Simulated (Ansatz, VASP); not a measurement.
**NaH: VASP beside Ansatz**

```xyz
2
Lattice="0.0000 2.3975 2.3975 2.3975 0.0000 2.3975 2.3975 2.3975 0.0000" Properties=species:S:1:pos:R:3 pbc="T T T"
Na    0.0000    0.0000    0.0000
H     2.3975    2.3975    2.3975
```

Alike in both runs: task single point; functional r2SCAN; k mesh 8 × 8 × 8; no spin polarisation.

|  | VASP | Ansatz |
| --- | --- | --- |
| version | VASP 6.6.1 | Ansatz 0.2.0 |
| potentials or method | VASP PAW PBE potentials, release 64 (Na_pv, H) | plane waves, PAW |
| plane-wave cutoff (eV) | 520 | 500 |
| occupations | gaussian, width 0.01 eV | fixed |
| valence electrons in the cell | 8 | 10 |

|  | VASP | Ansatz | Ansatz less VASP |
| --- | --- | --- | --- |
| gap on the k mesh at the Fermi level (eV) | 4.41 | 4.40 | -0.011 |
| pressure (GPa) | -0.3 | 0.0 | +0.31 |

VASP's potentials were made for PBE, not for r2SCAN. VASP's potentials hold 8 valence electrons a cell and Ansatz's 10, so a difference there can come from the potentials and not from the codes.
